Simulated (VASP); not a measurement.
Here is a VASP 6.6.1 calculation.

The input INCAR:

```
PREC = Accurate
ENCUT = 520
EDIFF = 1E-6
ISMEAR = 0
SIGMA = 0.01
LREAL = F
LASPH = T
NELM = 100
ALGO = Normal
ISIF = 2
LWAVE = F
LCHARG = F
GGA = PE
NBANDS = 12
```

File KPOINTS:

```
Automatic mesh
0
Gamma
  6 6 6
```

Contents of POSCAR:

```
LiF
1.0
    0.0000000000      2.1446106259      2.1446106259
    2.1446106259      0.0000000000      2.1446106259
    2.1446106259      2.1446106259      0.0000000000
Li F
1 1
Direct
    0.0000000000      0.0000000000      0.0000000000
    0.2500000000      0.2500000000      0.2500000000
```

Potentials or basis: VASP PAW PBE potentials, release 64 (Li_sv, F).

Run with:

```console
$ cat potpaw_PBE.64/Li_sv/POTCAR potpaw_PBE.64/F/POTCAR > POTCAR
$ mpirun -np 1 vasp_std > vasp.out
```

Q: Estimate the band gap on the k mesh.

A: 7.92 eV, direct.

Caveat: the k points lie up to 0.42 Å⁻¹ apart.
